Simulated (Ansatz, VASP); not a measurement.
## Two plane-wave programs on Pd

```xyz
1
Lattice="0.0000 1.9743 1.9743 1.9743 0.0000 1.9743 1.9743 1.9743 0.0000" Properties=species:S:1:pos:R:3 pbc="T T T"
Pd    0.0000    0.0000    0.0000
```

Alike in both runs: functional PBE; k mesh 16 × 16 × 16; occupations fermi-dirac, width 0.15 eV; no spin polarisation.

Ansatz relaxed the structure, and its values are those at the end. VASP's run is a single point on that final structure, the one shown.

|  | VASP | Ansatz |
| --- | --- | --- |
| version | VASP 6.6.1 | Ansatz 0.2.0 |
| potentials or method | VASP PAW PBE potentials, release 64 (Pd), cutoff 520 eV | scalar-relativistic, plane waves, PAW |
| valence electrons in the cell | 10 | 18 |

|  | VASP | Ansatz | Ansatz less VASP |
| --- | --- | --- | --- |
| gap on the k mesh at the Fermi level (eV) | none | none | - |
| pressure (GPa) | -0.3 | 0.0 | +0.26 |

A gap of «none» marks a metal or a gap that the smearing closes. VASP's potentials hold 10 valence electrons a cell and Ansatz's 18, so a difference there can come from the potentials and not from the codes.
